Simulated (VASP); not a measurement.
# PbSe (Fm-3m) in VASP: notebook

PbSe is run at these levels: LDA; tasks: single point, relaxation of cell and atoms.

Program: VASP 6.6.1. These are calculated values, not measurements. Logs are shortened: lines on timing, memory, paths and dates and some standing lists are left out, and cuts for length are marked.

## (1) The cell of the first run

Symmetry: Fm-3m, No. 225, cubic system. Conventional cell: a = 6.042 Å, b = 6.042 Å, c = 6.042 Å, α = 90.00°, β = 90.00°, γ = 90.00°. Pb (site symmetry m-3m) has 6 Se at 3.02 Å within 4.0 Å. Within 4.0 Å of Se (site symmetry m-3m) lie 6 Pb at 3.02 Å.

## (2) Single point, LDA

INCAR reads:

```
SYSTEM = PbSe
ALGO     = Normal         ! electronic algorithm
EDIFF    = 1E-6           ! SCF threshold, eV
ENCUT    = 500            ! plane-wave cutoff, eV
GGA_COMPAT= .False.      
ISIF     = 2              ! what is computed and relaxed
ISMEAR   = 0              ! smearing method
LASPH    = .True.         ! aspherical terms in the spheres
LCHARG   = .False.        ! write CHGCAR
LREAL    = .False.        ! projectors in reciprocal space
LWAVE    = .False.        ! write WAVECAR
NBANDS   = 17             ! bands
NELM     = 120            ! most SCF steps
PREC     = Accurate       ! precision mode
SIGMA    = 0.01           ! smearing width, eV
```

KPOINTS reads:

```
k-points
0
Gamma
  10 10 10
  0 0 0
```

POSCAR reads:

```
PbSe
1.0
    0.0000000000      3.0209875688      3.0209875688
    3.0209875688      0.0000000000      3.0209875688
    3.0209875688      3.0209875688      0.0000000000
Pb Se
1 1
Direct
    0.0000000000      0.0000000000      0.0000000000
    0.5000000000      0.5000000000      0.5000000000
```

Potentials or basis: VASP PAW LDA potentials, release 64 (Pb_d, Se).

Command:

```
> cat potpaw_LDA.64/Pb_d/POTCAR potpaw_LDA.64/Se/POTCAR > POTCAR
> mpirun -np 1 vasp_std > vasp.out
```

OUTCAR:

```text
SYSTEM = PbSe
   EDIFF = 1E-6
   ENCUT = 500
   ISIF = 2
   ISMEAR = 0
   LASPH = .True.
   LREAL = .False.
   NELM = 120
   PREC = Accurate

 ion  position               nearest neighbor table
   1  0.000  0.000  0.000-   2 3.02   2 3.02   2 3.02   2 3.02   2 3.02   2 3.02
   2  0.500  0.500  0.500-   1 3.02   1 3.02   1 3.02   1 3.02   1 3.02   1 3.02

  LATTYP: Found a face centered cubic cell.
 ALAT       =     6.0419751376

  Lattice vectors:

 A1 = (   0.0000000000,   3.0209875688,   3.0209875688)
 A2 = (   3.0209875688,   0.0000000000,   3.0209875688)
 A3 = (   3.0209875688,   3.0209875688,   0.0000000000)

Analysis of symmetry for initial positions (statically):
=====================================================================
 Subroutine PRICEL returns:
 Original cell was already a primitive cell.

 Routine SETGRP: Setting up the symmetry group for a
 face centered cubic supercell.

 Subroutine GETGRP returns: Found 48 space group operations
 (whereof 48 operations were pure point group operations)
 out of a pool of 48 trial point group operations.

The static configuration has the point symmetry O_h .

Analysis of symmetry for dynamics (positions and initial velocities):
=====================================================================
 Subroutine PRICEL returns:
 Original cell was already a primitive cell.

 Routine SETGRP: Setting up the symmetry group for a
 face centered cubic supercell.

 Subroutine GETGRP returns: Found 48 space group operations
 (whereof 48 operations were pure point group operations)
 out of a pool of 48 trial point group operations.

The dynamic configuration has the point symmetry O_h .

 Subroutine INISYM returns: Found 48 space group operations
 (whereof 48 operations are pure point group operations),
 and found     1 'primitive' translations

----------------------------------------------------------------------------------------

                                     Primitive cell

  volume of cell :      55.1413

  direct lattice vectors                    reciprocal lattice vectors
     0.000000000  3.020987569  3.020987569    -0.165508791  0.165508791  0.165508791
     3.020987569  0.000000000  3.020987569     0.165508791 -0.165508791  0.165508791
     3.020987569  3.020987569  0.000000000     0.165508791  0.165508791 -0.165508791

  length of vectors
     4.272321592  4.272321592  4.272321592     0.286669635  0.286669635  0.286669635

  position of ions in fractional coordinates (direct lattice)
     0.000000000  0.000000000  0.000000000
     0.500000000  0.500000000  0.500000000

  ion indices of the primitive-cell ions
   primitive index   ion index
                 1           1
                 2           2

----------------------------------------------------------------------------------------

 KPOINTS: k-points

Automatic generation of k-mesh.
 Grid dimensions read from file:
 generate k-points for:   10   10   10

 Generating k-lattice:

  Cartesian coordinates                     Fractional coordinates (reciprocal lattice)
    -0.016550879  0.016550879  0.016550879     0.100000000  0.000000000  0.000000000
     0.016550879 -0.016550879  0.016550879     0.000000000  0.100000000  0.000000000
     0.016550879  0.016550879 -0.016550879     0.000000000  0.000000000  0.100000000

  Length of vectors
     0.028666964  0.028666964  0.028666964

  Shift w.r.t. Gamma in fractional coordinates (k-lattice)
     0.000000000  0.000000000  0.000000000

 Subroutine IBZKPT returns following result:
 ===========================================

 Found     47 irreducible k-points:

 Following reciprocal coordinates:
            Coordinates               Weight
  0.000000  0.000000  0.000000      1.000000
  0.100000  0.000000  0.000000      8.000000
  0.200000  0.000000  0.000000      8.000000
  0.300000  0.000000  0.000000      8.000000
  0.400000  0.000000  0.000000      8.000000
  0.500000  0.000000  0.000000      4.000000
[... 16 lines left out ...]
  0.300000  0.300000  0.000000      6.000000
  0.400000  0.300000  0.000000     24.000000
 [... further k-points ...]
   k-points           NKPTS =     47   k-points in BZ     NKDIM =     47   number of bands    NBANDS=     17
   number of dos      NEDOS =    301   number of ions     NIONS =      2
   total plane-waves  NPLWV =  32768
   dimension x,y,z NGX =    32 NGY =   32 NGZ =   32
   dimension x,y,z NGXF=    64 NGYF=   64 NGZF=   64
   ions per type =               1   1
   NGX,Y,Z   is equivalent  to a cutoff of  12.45, 12.45, 12.45 a.u.
   NGXF,Y,Z  is equivalent  to a cutoff of  24.90, 24.90, 24.90 a.u.
 SYSTEM =  PbSe
   PREC   = accura    normal or accurate (medium, high low for compatibility)
   ISTART =      0    job   : 0-new  1-cont  2-samecut
   ICHARG =      2    charge: 1-file 2-atom 10-const
   ISPIN  =      1    spin polarized calculation?
   LNONCOLLINEAR =      F non collinear calculations
   LSORBIT =      F    spin-orbit coupling
   LASPH  =      T    aspherical Exc in radial PAW
   ENCUT  =  500.0 eV  36.75 Ry    6.06 a.u.   7.79  7.79  7.79*2*pi/ulx,y,z
   NELM   =    120;   NELMIN=  2; NELMDL= -5     # of ELM steps
   EDIFF  = 0.1E-05   stopping-criterion for ELM
   LREAL  =      F    real-space projection
   EDIFFG = 0.1E-04   stopping-criterion for IOM
   NSW    =      0    number of steps for IOM
   IBRION =     -1    ionic relax: 0-MD 1-quasi-New 2-CG
   NFREE  =      0    steps in history (QN), initial steepest desc. (CG)
   ISIF   =      2    stress and relaxation
   ISYM   =      2    0-nonsym 1-usesym 2-fastsym
   POTIM  = 0.5000    time-step for ionic-motion
   TEBEG  =    0.0;   TEEND  =   0.0 temperature during run
   PSTRESS=    0.0 pullay stress
   NELECT =      20.0000    total number of electrons
   NUPDOWN=      -1.0000    fix difference up-down
   EMIN   =  10.00;   EMAX   =-10.00  energy-range for DOS
   EFERMI =   0.00;   METHOD = LEGACY
   ISMEAR =     0;   SIGMA  =   0.01  broadening in eV -4-tet -1-fermi 0-gaus
   EFERMI_NEDOS =   21; number of points for ismear=-14 and -15
   IALGO  =     38    algorithm
   IMIX   =      4    mixing-type and parameters
     AMIX     =   0.40;   BMIX     =  1.00
     AMIX_MAG =   1.60;   BMIX_MAG =  1.00
  volume/ion in A,a.u.               =      27.57       186.06
  Fermi-wavevector in a.u.,A,eV,Ry     =   1.167506  2.206267 18.545706  1.363071
  Thomas-Fermi vector in A             =   2.304005
   LORBIT       =      0    0 simple, 1 ext, 2 COOP (PROOUT), +10 PAW based schemes
   GGA     = CA    functional components
   LHFCALC =     F    Hartree Fock is set to
   AEXX    =    0.0000 exact exchange contribution
   IVDW    =     0    specifies the selected vdW correction
   LEPSILON=     F    determine dielectric tensor
   LRPA    =     F    only Hartree local field effects (RPA)
 non-spin polarized calculation
 Gauss-broadening in eV      SIGMA  =   0.01
  energy-cutoff  :      500.00
  volume of cell :       55.14
 maximum number of plane-waves:      1422
   NGX = 15   NGY = 15   NGZ = 15

 number of electron      20.0000005 magnetization

 Free energy of the ion-electron system (eV)
  ---------------------------------------------------
  ext. energy  EPLUGINS =         0.00000000
  ---------------------------------------------------
  free energy    TOTEN  =        -9.45701899 eV

  energy without entropy =       -9.45701096  energy(sigma->0) =       -9.45701498

 E-fermi :   5.4622     XC(G=0): -10.0218

 val. band max:        5.4490701118   @ k =   0.5000   0.0000   0.0000
 cond. band min:       5.4753524187   @ k =   0.5000   0.0000   0.0000
 fundamental gap:      0.0262823069
 Fermi energy:         5.4622112651

 k-point     1 :       0.0000    0.0000    0.0000
  band No.  band energies     occupation
      1     -11.4433      2.00000
      2     -11.4433      2.00000
      3     -11.4392      2.00000
      4     -11.4392      2.00000
      5     -11.4392      2.00000
      6      -8.5433      2.00000
[... 9 lines left out ...]
     16      11.8023      0.00000
     17      13.3090      0.00000

 k-point     2 :       0.1000    0.0000    0.0000
  band No.  band energies     occupation
      1     -11.4457      2.00000
      2     -11.4457      2.00000
      3     -11.4389      2.00000
      4     -11.4359      2.00000
      5     -11.4359      2.00000
      6      -8.4612      2.00000
[... 9 lines left out ...]
     16      12.0404      0.00000
     17      14.2197      0.00000

 k-point     3 :       0.2000    0.0000    0.0000
  band No.  band energies     occupation
      1     -11.4530      2.00000
      2     -11.4530      2.00000
      3     -11.4380      2.00000
      4     -11.4262      2.00000
      5     -11.4262      2.00000
      6      -8.2262      2.00000
[... 9 lines left out ...]
     16      12.6329      0.00000
     17      15.8080      0.00000

 k-point     4 :       0.3000    0.0000    0.0000
  band No.  band energies     occupation
      1     -11.4622      2.00000
      2     -11.4622      2.00000
      3     -11.4372      2.00000
      4     -11.4140      2.00000
      5     -11.4140      2.00000
      6      -7.8814      2.00000
[... 9 lines left out ...]
     16      13.5293      0.00000
     17      17.2842      0.00000
[... 343 lines left out ...]
      1     -11.4709      2.00000
      2     -11.4619      2.00000
      3     -11.4336      2.00000
      4     -11.4195      2.00000
      5     -11.4128      2.00000
      6      -7.7530      2.00000
[... 9 lines left out ...]
     16      14.9697      0.00000
     17      15.5956      0.00000

 k-point    23 :       0.3000    0.3000    0.0000
  band No.  band energies     occupation
      1     -11.5318      2.00000
      2     -11.4538      2.00000
      3     -11.4284      2.00000
      4     -11.4048      2.00000
      5     -11.4048      2.00000
      6      -7.6200      2.00000
[... 9 lines left out ...]
     16      15.4825      0.00000
     17      15.9691      0.00000

 k-point    24 :       0.4000    0.3000    0.0000
  band No.  band energies     occupation
      1     -11.5533      2.00000
      2     -11.4538      2.00000
      3     -11.4298      2.00000
      4     -11.3992      2.00000
      5     -11.3964      2.00000
      6      -7.3406      2.00000
[... 9 lines left out ...]
     16      16.1878      0.00000
     17      16.9141      0.00000

 [... further k-points ...]

------------------------ aborting loop because EDIFF is reached ----------------------------------------

  FORCE on cell =-STRESS in cart. coord.  units (eV):
  Direction    XX          YY          ZZ          XY          YZ          ZX
  --------------------------------------------------------------------------------------
  -------------------------------------------------------------------------------------
  Total        0.0408638      0.0408638      0.0408638     -0.0000000      0.0000000     -0.0000000
  in kB        1.1873328      1.1873328      1.1873328     -0.0000000      0.0000000     -0.0000000
  external PRESSURE =       1.1873328 kB  Pullay stress =       0.0000000 kB

 VOLUME and BASIS-vectors are now :
 -----------------------------------------------------------------------------
  energy-cutoff  :      500.00
  volume of cell :       55.14
      direct lattice vectors                 reciprocal lattice vectors
     0.000000000  3.020987569  3.020987569    -0.165508791  0.165508791  0.165508791
     3.020987569  0.000000000  3.020987569     0.165508791 -0.165508791  0.165508791
     3.020987569  3.020987569  0.000000000     0.165508791  0.165508791 -0.165508791

 POSITION                                       TOTAL-FORCE (eV/Angst)
 -----------------------------------------------------------------------------------
      0.00000      0.00000      0.00000         0.000000      0.000000     -0.000000
      3.02099      3.02099      3.02099        -0.000000     -0.000000      0.000000
 -----------------------------------------------------------------------------------
    total drift:                                0.000000     -0.000000     -0.000000

  FREE ENERGIE OF THE ION-ELECTRON SYSTEM (eV)
  ---------------------------------------------------
  free  energy   TOTEN  =        -9.4570189885 eV

  energy  without entropy=       -9.4570109619  energy(sigma->0) =       -9.45701498
```

It took 20 s on 1 thread of AMD EPYC 9R14 (Zen 4), shared host; peak memory 0.14 GiB.

Results:

```yaml
Free_energy: -9.4570 eV
Pressure: 0.1 GPa
Band_gap_on_the_k_mesh: 0.03 eV, direct
```

Caveat: spin-orbit coupling is left out, which moves the levels of the heavy elements.

## (3) Relaxation of cell and atoms, LDA

This run uses another cell than the first one, of 28.85 Å³/atom, 1.046 times its volume.

INCAR reads:

```
SYSTEM = PbSe
PREC = Accurate
ENCUT = 500
EDIFF = 1E-7
ISMEAR = 0
SIGMA = 0.01
LREAL = .False.
LASPH = .True.
NELM = 120
ALGO = Normal
ISIF = 3
LWAVE = .False.
LCHARG = .False.
IBRION = 2
NSW = 70
EDIFFG = -0.005
GGA_COMPAT = .False.
NELMIN = 4
```

KPOINTS reads:

```
regular mesh
0
Gamma
  10 10 10
  0 0 0
```

POSCAR reads:

```
PbSe
1.0
    0.0000000000      3.0671009925      3.0671009925
    3.0671009925      0.0000000000      3.0671009925
    3.0671009925      3.0671009925      0.0000000000
Pb Se
1 1
Direct
    0.0000000000      0.0000000000      0.0000000000
    0.5000000000      0.5000000000      0.5000000000
```

Potentials or basis: VASP PAW LDA potentials, release 64 (Pb_d, Se).

Command:

```
> cat potpaw_LDA.64/Pb_d/POTCAR potpaw_LDA.64/Se/POTCAR > POTCAR
> mpirun -np 1 vasp_std > vasp.out
```

OUTCAR:

```text
SYSTEM = PbSe
   PREC = Accurate
   ENCUT = 500
   EDIFF = 1E-7
   ISMEAR = 0
   LREAL = .False.
   LASPH = .True.
   NELM = 120
   ISIF = 3
   IBRION = 2
   NSW = 70
   EDIFFG = -0.005
   NELMIN = 4

 ion  position               nearest neighbor table
   1  0.000  0.000  0.000-   2 3.07   2 3.07   2 3.07   2 3.07   2 3.07   2 3.07
   2  0.500  0.500  0.500-   1 3.07   1 3.07   1 3.07   1 3.07   1 3.07   1 3.07

  LATTYP: Found a face centered cubic cell.
 ALAT       =     6.1342019850

  Lattice vectors:

 A1 = (   0.0000000000,   3.0671009925,   3.0671009925)
 A2 = (   3.0671009925,   0.0000000000,   3.0671009925)
 A3 = (   3.0671009925,   3.0671009925,   0.0000000000)

Analysis of symmetry for initial positions (statically):
=====================================================================
 Subroutine PRICEL returns:
[... 191 lines left out ...]
      9       2.9909      2.00000
     10       2.9909      2.00000
     11       9.4157      0.00000
     12       9.4157      0.00000
     13       9.4157      0.00000
     14      11.3177      0.00000
[... 462 lines left out ...]
--------------------------------------- Ionic step        3  -------------------------------------------

 number of electron      20.0000005 magnetization

 Free energy of the ion-electron system (eV)
  ---------------------------------------------------
  ext. energy  EPLUGINS =         0.00000000
  ---------------------------------------------------
  free energy    TOTEN  =        -9.45779373 eV

  energy without entropy =       -9.45779054  energy(sigma->0) =       -9.45779214

 E-fermi :   5.4408     XC(G=0): -10.0139

 val. band max:        5.4245713317   @ k =   0.5000   0.0000   0.0000
 cond. band min:       5.4571168350   @ k =   0.5000   0.0000   0.0000
 fundamental gap:      0.0325455034
 Fermi energy:         5.4408440838

 k-point     1 :       0.0000    0.0000    0.0000
  band No.  band energies     occupation
      1     -11.4625      2.00000
      2     -11.4625      2.00000
      3     -11.4585      2.00000
      4     -11.4585      2.00000
      5     -11.4585      2.00000
      6      -8.5505      2.00000
      7      -0.9336      2.00000
      8       3.3482      2.00000
      9       3.3482      2.00000
     10       3.3482      2.00000
     11      10.0707      0.00000
     12      10.0707      0.00000
     13      10.0707      0.00000
     14      11.7834      0.00000
[... 420 lines left out ...]
  FREE ENERGIE OF THE ION-ELECTRON SYSTEM (eV)
  ---------------------------------------------------
  free  energy   TOTEN  =        -9.4577937326 eV

  energy  without entropy=       -9.4577905375  energy(sigma->0) =       -9.45779214

 reached required accuracy - stopping structural energy minimisation
```

CONTCAR:

```text
PbSe
   1.00000000000000
    -0.0000000000000000    3.0227327831643098    3.0227327831643098
     3.0227327831643103   -0.0000000000000000    3.0227327831643098
     3.0227327831643103    3.0227327831643098   -0.0000000000000000
  Pb              Se
     1     1
Direct
     0.0000000000000000    0.0000000000000000    0.0000000000000000
     0.5000000000000000    0.5000000000000000    0.5000000000000000

  0.00000000E+00  0.00000000E+00  0.00000000E+00
  0.00000000E+00  0.00000000E+00  0.00000000E+00
```

Wall time 43 s (1 thread of AMD EPYC 9R14 (Zen 4), shared host); peak memory 0.16 GiB.

Results:

| Quantity | Value |
| --- | --- |
| Free energy | -9.4578 eV |
| Relaxed volume | 27.62 Å³/atom |
| Relaxed cell | a = 4.275 Å, b = 4.275 Å, c = 4.275 Å, α = 60.00°, β = 60.00°, γ = 60.00° |
| Space group after relaxing (to 0.05 Å) | Fm-3m (No. 225) |
| Energy gained by relaxing | 9.1 meV/atom |
| Ionic steps | 3 |
| Pressure after relaxing | 0.0 GPa |
| Band gap on the k mesh | 0.03 eV, direct |

The path:
```
step  energy change (eV)  largest force (eV/Å)  pressure (GPa)  volume (Å³)
   1              0.0000                0.0000           -2.29        57.71
   2             -0.0154                0.0000            0.95        54.32
   3             -0.0182                0.0000            0.02        55.24
```

Final structure:
```xyz
2
Lattice="0.0000 3.0227 3.0227 3.0227 0.0000 3.0227 3.0227 3.0227 0.0000" Properties=species:S:1:pos:R:3 pbc="T T T"
Pb    0.0000    0.0000    0.0000
Se    3.0227    3.0227    3.0227
```

Caveat: spin-orbit coupling is left out, which moves the levels of the heavy elements.
